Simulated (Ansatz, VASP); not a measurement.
# One calculation of GaO, two programs

Contents of INCAR:

```
SYSTEM = GaO
PREC = Accurate
ENCUT = 520
EDIFF = 1E-7
ISMEAR = 0
SIGMA = 0.1
LREAL = .False.
LASPH = .True.
NELM = 150
ALGO = Normal
ISIF = 2
LWAVE = .False.
LCHARG = .False.
ISPIN = 2
MAGMOM = 0 1
LORBIT = 11
GGA = PE
NBANDS = 20
```

Contents of KPOINTS:

```
Automatic mesh
0
Gamma
  6 6 4
  0 0 0
```

The input POSCAR:

```
GaO
1.0
    2.7361289700      0.0000000000      0.0000000000
   -1.3680644800      2.3695571900      0.0000000000
    0.0000000000      0.0000000000      4.1023154000
Ga O
1 1
Direct
    0.0000000000      0.0000000000      0.0000000000
    0.6666666700      0.3333333300      0.5000000000
```

Input for Ansatz:

```yaml
crystal:
  lattice:
    - [2.73612897, 0.0, 0.0]
    - [-1.36806448, 2.36955719, 0.0]
    - [0.0, 0.0, 4.1023154]
  atoms:
    - { symbol: Ga, position: [0.0, 0.0, 0.0] }
    - { symbol: O, position: [0.66666667, 0.33333333, 0.5], spin: 1.0 }
basis:
  ecutwfc: 420
kpoints:
  mp_grid: { grid: [6, 6, 4] }
hamiltonian:
  xc: pbe
scf:
  occupations: { method: gaussian, width: 0.1 }
  lower_state_search: "off"
output:
  forces: true
  stress: true
  eigenvalues: true
  populations: true
magnetization:
  spin_polarized: true
```

Change from the starting cell: species swapped into the ZnIr type (P-6m2, No. 187).

Alike in both runs: task single point; functional PBE; k mesh 6 × 6 × 4; occupations gaussian, width 0.1 eV; collinear spin.

|  | VASP | Ansatz |
| --- | --- | --- |
| version | VASP 6.6.1 | Ansatz 0.2.0 |
| potentials or method | VASP PAW PBE potentials, release 64 (Ga_d, O), cutoff 520 eV | scalar-relativistic, plane waves, PAW |
| valence electrons in the cell | 19 | 19 |

VASP gave:

- gap on the k mesh at the Fermi level (eV): none
- pressure (GPa): -9.5
- traceless stress, the component that is largest in VASP (GPa): -26.05
- net moment per atom (μB): 0.00
- size of the moment on the site where the two differ most (μB): 0.00

Task: What did Ansatz give for the same quantities?

Result: gap on the k mesh at the Fermi level (eV): none; pressure (GPa): -6.0; traceless stress, the component that is largest in VASP (GPa): -19.48; net moment per atom (μB): 0.45; size of the moment on the site where the two differ most (μB): 0.91.

The net moments are unlike, so the other rows may belong to different states. Site moments also hang on the region over which each program counts them. A gap of «none» marks a metal or a gap that the smearing closes.

The k mesh is coarse, so the values compare programs but aren't converged.
